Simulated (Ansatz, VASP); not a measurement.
# One calculation of Al2Cu, two programs

```
CELL_PARAMETERS angstrom
-1.95791 1.95791 2.74060
1.95791 -1.95791 2.74060
1.95791 1.95791 -2.74060
ATOMIC_POSITIONS crystal
Al 0.75000 0.25000 0.50000
Al 0.25000 0.75000 0.50000
Cu 0.50000 0.50000 0.00000
```

Alike in both runs: task single point; functional LDA; k mesh 14 × 14 × 14; occupations gaussian, width 0.15 eV; no spin polarisation.

|  | VASP | Ansatz |
| --- | --- | --- |
| version | VASP 6.6.1 | Ansatz 0.2.0 |
| potentials or method | VASP PAW LDA potentials, release 64 (Al, Cu), cutoff 520 eV | scalar-relativistic, plane waves, PAW |
| valence electrons in the cell | 17 | 25 |

|  | VASP | Ansatz | Ansatz less VASP |
| --- | --- | --- | --- |
| gap on the k mesh at the Fermi level (eV) | none | none | - |
| pressure (GPa) | 11.3 | 10.8 | -0.52 |
| traceless stress, the component that is largest in VASP (GPa) | 0.93 | 0.93 | 0.000 |

Ansatz warns that its potentials were made for another functional, while VASP's fit it. LDA's correlation is that of Perdew and Zunger in VASP and of Perdew and Wang (1992) in Ansatz. A gap of «none» marks a metal or a gap that the smearing closes. VASP's potentials hold 17 valence electrons a cell and Ansatz's 25, so a difference there can come from the potentials and not from the codes.
